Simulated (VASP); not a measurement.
TiH4:

```xyz
5
Lattice="2.9051 0.0000 0.0000 -1.4525 2.5159 0.0000 0.0000 0.0000 6.2749" Properties=species:S:1:pos:R:3 pbc="T T T"
Ti    0.0000    0.0000    0.0000
H     0.0000    1.6772    1.5687
H     0.0000    1.6772    4.7062
H     1.4525    0.8386    1.5687
H     1.4525    0.8386    4.7062
```

This cell differs from its parent crystal: atoms taken out.

- Program: VASP 6.6.1
- Task: relaxation of cell and atoms
- Functional: PBE
- Potentials or basis: VASP PAW PBE potentials, release 64 (Ti_sv, H)
- Cutoff: 600 eV
- k mesh: 6 × 6 × 4
- Occupations: gaussian, width 0.1 eV
- Spin: no spin polarisation

At the start: pressure -16.2 GPa; volume 9.17 Å³/atom.

Q: How do energy, volume and symmetry change on relaxing?

A: Over 31 steps the energy falls by 347.7 meV/atom and the volume is 6.04 Å³/atom (-34.2 %); space group P6/mmm (No. 191, to 0.1 Å) before and after.

The path:
| step | energy change (eV) | largest force (eV/Å) | pressure (GPa) | volume (Å³) |
| --- | --- | --- | --- | --- |
| 1 | 0.0000 | 1.2467 | -16.17 | 45.86 |
| 2 | -0.9164 | 0.9417 | -9.22 | 39.95 |
| 3 | -1.3557 | 0.3728 | 4.12 | 34.69 |
| 4 | -1.3692 | 0.2119 | 8.22 | 33.62 |
| 5 | -1.5842 | 0.0886 | 4.35 | 34.28 |
| 6 | -1.6729 | 0.0939 | 0.31 | 34.91 |
| 7 | -1.6731 | 0.0866 | 0.42 | 34.89 |
| 8 | -1.6730 | 0.0799 | 0.55 | 34.87 |
| 9 | -1.6749 | 0.0401 | -0.34 | 35.02 |
| 10 | -1.6752 | 0.0224 | -0.71 | 35.09 |
| 11 | -1.6771 | 0.0233 | -0.64 | 34.90 |
| 12 | -1.6827 | 0.0253 | -0.39 | 34.35 |
| 13 | -1.6929 | 0.0247 | 0.20 | 33.25 |
| 14 | -1.7115 | 0.0096 | 1.79 | 31.07 |
| 15 | -1.6545 | 0.0791 | 9.57 | 26.84 |
| 16 | -1.7139 | 0.0621 | 3.33 | 30.50 |
| 17 | -1.7104 | 0.0428 | 5.99 | 28.66 |
| 18 | -1.7165 | 0.0636 | 4.28 | 29.80 |
| 19 | -1.7170 | 0.0613 | 4.22 | 29.77 |
| 20 | -1.7184 | 0.0546 | 4.21 | 29.69 |
| 21 | -1.7206 | 0.0408 | 4.12 | 29.52 |
| 22 | -1.7230 | 0.0113 | 3.93 | 29.17 |
| 23 | -1.7231 | 0.0024 | 3.92 | 29.03 |
| 24 | -1.7249 | 0.0055 | 3.63 | 29.11 |
| 25 | -1.7297 | 0.0150 | 2.74 | 29.35 |
| 26 | -1.7356 | 0.0334 | 0.96 | 29.84 |
| 27 | -1.7340 | 0.0686 | -2.18 | 30.82 |
| 28 | -1.7371 | 0.0479 | -0.44 | 30.24 |
| 29 | -1.7371 | 0.0469 | -0.32 | 30.21 |
| 30 | -1.7375 | 0.0415 | -0.27 | 30.21 |
| 31 | -1.7385 | 0.0253 | -0.13 | 30.18 |

Final structure:
```yaml
crystal:
  lattice:
    - [2.91821, 0.00000, 0.00000]
    - [-1.45911, 2.52724, 0.00000]
    - [0.00000, 0.00000, 4.09185]
  atoms:
    - { symbol: Ti, position: [0.00000, 0.00000, 0.00000] }
    - { symbol: H, position: [0.33333, 0.66667, 0.25202] }
    - { symbol: H, position: [0.33333, 0.66667, 0.74798] }
    - { symbol: H, position: [0.66667, 0.33333, 0.25202] }
    - { symbol: H, position: [0.66667, 0.33333, 0.74798] }
```

Caveat: the k points lie up to 0.41 Å⁻¹ apart in the final cell; the cell differs from its parent crystal (atoms taken out); the volume moved by over 15 % at a fixed basis, so the end points are rough.
